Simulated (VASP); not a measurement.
The system is TaAl3N4.

```
Ta Al N
1.0
     4.15080    0.00406    0.02402
     0.00406    4.23694   -0.01810
     0.02402   -0.01810    4.22654
Ta Al N
1 3 4
Direct
  0.50529 0.50093 0.50988
  0.00491 0.50570 0.99572
  0.00327 0.97865 0.49584
  0.48808 0.00960 0.00405
  0.48703 0.00151 0.51106
  0.01637 0.99454 0.98532
  0.49608 0.50734 0.00309
  0.99897 0.50173 0.49504
```

```yaml
Program: VASP 6.6.1
Task: relaxation of cell and atoms
Functional: PBE
Potentials_or_basis: VASP PAW PBE potentials, release 64 (Ta_pv, Al, N)
Cutoff: 600 eV
k_mesh: 6 × 6 × 6
Occupations: gaussian, width 0.2 eV
Spin: no spin polarisation
```

At the start: pressure 4.6 GPa; volume 9.29 Å³/atom.

Where does the relaxation end?

Over 13 steps the energy falls by 29.5 meV/atom and the volume is 9.41 Å³/atom (+1.2 %); space group Pm-3m (No. 221, to 0.05 Å).

Step by step:
```tsv
step	energy change (eV)	largest force (eV/Å)	pressure (GPa)	volume (Å³)
1	0.0000	1.4700	4.63	74.33
2	-0.1268	1.4494	-5.57	77.24
3	-0.1588	0.6203	-2.81	76.29
4	-0.2241	0.2710	-0.07	75.28
5	-0.2250	0.2422	0.36	75.14
6	-0.2317	0.1379	0.07	75.22
7	-0.2322	0.2348	-0.02	75.25
8	-0.2348	0.1300	-0.15	75.29
9	-0.2349	0.0676	-0.13	75.28
10	-0.2355	0.0357	0.11	75.20
11	-0.2355	0.0448	0.16	75.19
12	-0.2356	0.0314	-0.09	75.26
13	-0.2356	0.0184	-0.03	75.25
```

Final structure:
```
Ta Al N
1.0
     4.22237    0.00008    0.00038
     0.00011    4.22111    0.00004
     0.00032   -0.00003    4.22189
Ta Al N
1 3 4
Cartesian
  2.1114 2.1104 2.1103
  0.0001 2.1104 0.0003
  4.2224 0.0010 2.1112
  2.1120 4.2209 4.2220
  2.1114 4.2209 2.1112
  0.0005 4.2210 0.0005
  2.1107 2.1107 4.2213
  0.0005 2.1104 2.1122
```
